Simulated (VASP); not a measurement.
## Ge: single point with PBE+D3(BJ)

System: Ge, a slab with vacuum.

```xyz
2
Lattice="3.9010 0.0000 0.0000 -1.9505 3.3784 0.0000 0.0000 0.0000 28.0000" Properties=species:S:1:pos:R:3 pbc="T T T"
Ge    0.0000    2.2522   14.2935
Ge    1.9505    1.1261   13.7065
```

```
Program             : VASP 6.6.1
Task                : single point
Functional          : PBE
Dispersion          : D3(BJ)
Potentials or basis : VASP PAW PBE potentials, release 64 (Ge_d)
Cutoff              : 520 eV
k mesh              : 12 × 12 × 1
Occupations         : gaussian, width 0.1 eV
Spin                : no spin polarisation
```

The largest force is 0.528 eV/Å, the band gap on the k mesh is zero (filled and empty bands touch) and the dispersion energy per atom is -0.164 eV.

Forces in eV/Å, atoms in the order of the input:
```
Ge   0.000  0.000  0.528
Ge   0.000  0.000 -0.528
```

Levels at points of the mesh, in eV from the Fermi level:
```tsv
k point	band 10	band 11	band 12	band 13	band 14	band 15	band 16	band 17	band 18	band 19
(0.00, 0.00, 0.00)	-24.34	-11.97	-3.55	-0.60	-0.60	0.94	2.41	4.01	4.01	4.16
(0.50, 0.00, 0.00)	-24.25	-9.70	-7.80	-2.33	-1.19	0.73	1.60	5.66	6.44	7.20
```

It took 2.3 min on 1 thread of Intel(R) Xeon(R) 6975P-C (Granite Rapids) (shared host), peak memory 0.5 GiB.
